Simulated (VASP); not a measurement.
**Mg: single point with RPBE**

Mg:

```
CELL_PARAMETERS angstrom
3.31407 0.00000 0.00000
-1.65703 2.87007 0.00000
0.00000 0.00000 5.38079
ATOMIC_POSITIONS crystal
Mg 0.33333 0.66667 0.25000
Mg 0.66667 0.33333 0.75000
```

```yaml
Program: VASP 6.6.1
Task: single point
Functional: RPBE
Potentials_or_basis: VASP PAW PBE potentials, release 64 (Mg)
Cutoff: 520 eV
k_mesh: 18 × 18 × 10
Occupations: fermi-dirac, width 0.1 eV
Spin: no spin polarisation
```

```
Pressure               : -2.4 GPa
Band gap on the k mesh : zero (bands 2 and 3 overlap by 2.20 eV)
```

Levels at points of the mesh, in eV from the Fermi level:
```
           k point  band 1  band 2  band 3  band 4  band 5  band 6  band 7
(0.00, 0.00, 0.00)   -6.48   -1.53   -1.22   10.28   10.28   10.33   10.33
(0.50, 0.00, 0.00)   -2.03   -1.97    2.50    2.94    3.01    3.42    6.37
(0.00, 0.00, 0.50)   -5.18   -5.18    4.72    4.72   11.06   11.06   11.06
(0.50, 0.00, 0.50)   -1.00   -1.00   -0.45   -0.45    7.49    7.49    7.66
```

It took 89 s on 1 thread of Intel Xeon 8259CL, on a shared host, peak memory 0.25 GiB.

Caveat: the PAW data sets were made with another functional, which shifts forces and pressure a little.
